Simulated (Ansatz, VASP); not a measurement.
## ZrO in VASP and in Ansatz

```
Zr O
1.0
     3.66444    0.00000    0.00000
     0.00000    3.66444    0.00000
     0.00000    0.00000    5.18230
Zr O
2 2
Direct
  0.50000 0.50000 0.25000
  0.50000 0.50000 0.75000
  0.00000 0.50000 0.00000
  0.50000 0.00000 0.50000
```

Change from the starting cell: ordered vacancies on the cation sites of antifluorite (P4_2/mmc, No. 131).

Alike in both runs: task relaxation of cell and atoms; functional PBE; k mesh 12 × 12 × 10; occupations gaussian, width 0.1 eV; no spin polarisation.

|  | VASP | Ansatz |
| --- | --- | --- |
| version | VASP 6.6.1 | Ansatz 0.2.0 |
| potentials or method | VASP PAW PBE potentials, release 64 (Zr_sv, O), cutoff 600 eV | scalar-relativistic, plane waves, PAW |
| valence electrons in the cell | 36 | 36 |

Ansatz gave:

* gap on the k mesh at the Fermi level, each at its own relaxed structure (eV): none
* relaxed volume (Å³/atom): 15.20
* relaxed length of the cell vector where the two differ most in proportion (Å): 6.043

**Question.** What did VASP give for the same quantities?

**Answer.** gap on the k mesh at the Fermi level, each at its own relaxed structure (eV): none; relaxed volume (Å³/atom): 15.21; relaxed length of the cell vector where the two differ most in proportion (Å): 6.045.

A gap of «none» marks a metal or a gap that the smearing closes.
